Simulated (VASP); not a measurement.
Set up this calculation in VASP 6.6.1, as the native input.

```yaml
Task: single point
Functional: LDA
Potentials_or_basis: VASP PAW LDA potentials, release 64 (Fe, O)
Cutoff: 520 eV
k_mesh: 11 × 11 × 11
Occupations: fermi-dirac, width 0.05 eV
Spin: collinear spin, ferromagnetic start
Starting_moments: "[3.0, 0.0] μB"
Dipole_correction: no
Further_INCAR_settings: ALGO = Normal; EDIFF = 1e-07; NBANDS = 18
```

The structure of FeO (Wuestite) lies in POSCAR:

```
FeO
1.0
    0.0000000000      2.1696745882      2.1696745882
    2.1696745882      0.0000000000      2.1696745882
    2.1696745882      2.1696745882      0.0000000000
Fe O
1 1
Direct
    0.0000000000      0.0000000000      0.0000000000
    0.5000000000      0.5000000000      0.5000000000
```

The input as run:

INCAR

```
SYSTEM = FeO
  PREC = Accurate
  ENCUT = 520
  EDIFF = 1E-7
  ISMEAR = -1
  SIGMA = 0.05
  LREAL = .FALSE.
  LASPH = .TRUE.
  NELM = 150
  ALGO = Normal
  ISIF = 2
  LWAVE = .FALSE.
  LCHARG = .TRUE.
  ISPIN = 2
  MAGMOM = 3 0
  LORBIT = 11
  LMAXMIX = 4
  LELF = .TRUE.
  LVHAR = .TRUE.
  NBANDS = 18
```

KPOINTS

```
Automatic mesh
0
G
  11 11 11
  0 0 0
```

Potentials or basis: VASP PAW LDA potentials, release 64 (Fe, O).

Launch:

```bash
$ cat potpaw_LDA.64/Fe/POTCAR potpaw_LDA.64/O/POTCAR > POTCAR
$ mpirun -np 1 vasp_std > vasp.out
```

Results of the run:

- Pressure: -18.3 GPa
- Band gap on the k mesh: zero (filled and empty bands overlap)
- Net moment: 4.00 μB per cell
- Site moments: Fe +3.58; O +0.31 μB
- Valence electrons inside the program's atomic spheres: Fe 6.73; O 4.94

Caveat: a cell with one magnetic atom can't hold antiferromagnetic order, which such compounds often take; semilocal functionals often make such compounds metallic where correlation or magnetic order opens a gap, which also shifts bond lengths.

Run time: 24 s on 1 thread of Intel Xeon 6975P-C, on a shared host, peak memory 0.16 GiB.
